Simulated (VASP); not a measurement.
Set up this calculation in VASP 6.6.1, as the native input.

* Task: single point
* Functional: r2SCAN
* Potentials or basis: VASP PAW PBE potentials, release 64 (Ba_sv, Ti_sv, O)
* Cutoff: 520 eV
* k mesh: 7 × 7 × 3
* Occupations: gaussian, width 0.05 eV
* Spin: no spin polarisation
* Dipole correction: no
* Further INCAR settings: LREAL = Auto; ALGO = Normal; EDIFF = 1e-07; NBANDS = 73

Crystal: BaTiO3.

```
Ba Ti O
1.0
    -3.99397    0.00000    0.00000
     0.00000   -3.99397    0.00000
     0.00000    0.00000   14.98231
Ba Ti O
3 3 9
Direct
  0.00000 0.00000 0.73310
  0.00000 0.00000 0.19993
  0.00000 0.00000 0.46652
  0.50000 0.50000 0.06663
  0.50000 0.50000 0.33322
  0.50000 0.50000 0.59981
  0.50000 0.50000 0.19993
  0.50000 0.50000 0.46652
  0.50000 0.50000 0.73310
  0.50000 0.00000 0.06663
  0.50000 0.00000 0.33322
  0.50000 0.00000 0.59981
  0.00000 0.50000 0.06663
  0.00000 0.50000 0.33322
  0.00000 0.50000 0.59981
```

This cell differs from its parent crystal: the distance across one plane changed.

One way to write it, as run:

POSCAR

```
BaTiO3
1.0
   -3.9939696152      0.0000000000      0.0000000000
    0.0000000000     -3.9939696152      0.0000000000
    0.0000000000      0.0000000000     14.9823115418
Ba Ti O
3 3 9
Direct
    0.0000000000      1.0000000000      0.7331035564
    0.0000000000      1.0000000000      0.1999276395
    0.0000000000      1.0000000000      0.4665155979
    0.5000000000      0.5000000000      0.0666336602
    0.5000000000      0.5000000000      0.3332216187
    0.5000000000      0.5000000000      0.5998095772
    0.5000000000      0.5000000000      0.1999276395
    0.5000000000      0.5000000000      0.4665155979
    0.5000000000      0.5000000000      0.7331035564
    0.5000000000      0.0000000000      0.0666336602
    0.5000000000      0.0000000000      0.3332216187
    0.5000000000      0.0000000000      0.5998095772
    1.0000000000      0.5000000000      0.0666336602
    1.0000000000      0.5000000000      0.3332216187
    1.0000000000      0.5000000000      0.5998095772
```

INCAR.step1

```
SYSTEM = BaTiO3
PREC = Accurate
ENCUT = 520
ISMEAR = 0
SIGMA = 0.05
LREAL = Auto
LASPH = .True.
NELM = 60
NBANDS = 73
GGA = PE
ALGO = Normal
EDIFF = 1E-4
LWAVE = .True.
LCHARG = .False.
```

INCAR.step2

```
SYSTEM = BaTiO3
PREC = Accurate
ENCUT = 520
EDIFF = 1E-7
ISMEAR = 0
SIGMA = 0.05
LREAL = Auto
LASPH = .True.
NELM = 60
ALGO = Normal
ISIF = 2
LWAVE = .False.
LCHARG = .False.
METAGGA = R2SCAN
LMIXTAU = .True.
NBANDS = 73
ISTART = 1
```

KPOINTS

```
regular mesh
0
Gamma
  7 7 3
  0 0 0
```

Potentials or basis: VASP PAW PBE potentials, release 64 (Ba_sv, Ti_sv, O).

Run with:

```console
$ cat potpaw_PBE.64/Ba_sv/POTCAR potpaw_PBE.64/Ti_sv/POTCAR potpaw_PBE.64/O/POTCAR > POTCAR
$ cp INCAR.step1 INCAR
$ mpirun -np 1 vasp_std > vasp.out
$ cp INCAR.step2 INCAR
$ mpirun -np 1 vasp_std > vasp.out
```

It gave:

```json
{
 "Pressure": "-2.6 GPa",
 "Largest force": "2.808 eV/Å",
 "Band gap on the k mesh": "1.75 eV (least direct gap 2.02 eV)"
}
```

Caveat: the cell differs from its parent crystal (the distance across one plane changed); the PAW data sets were made with another functional, which shifts forces and pressure a little; spin-orbit coupling is left out, which moves the levels of the heavy elements.

Wall time 18 min on 1 thread of Intel(R) Xeon(R) 6975P-C (Granite Rapids), on a shared host, peak memory 0.47 GiB.
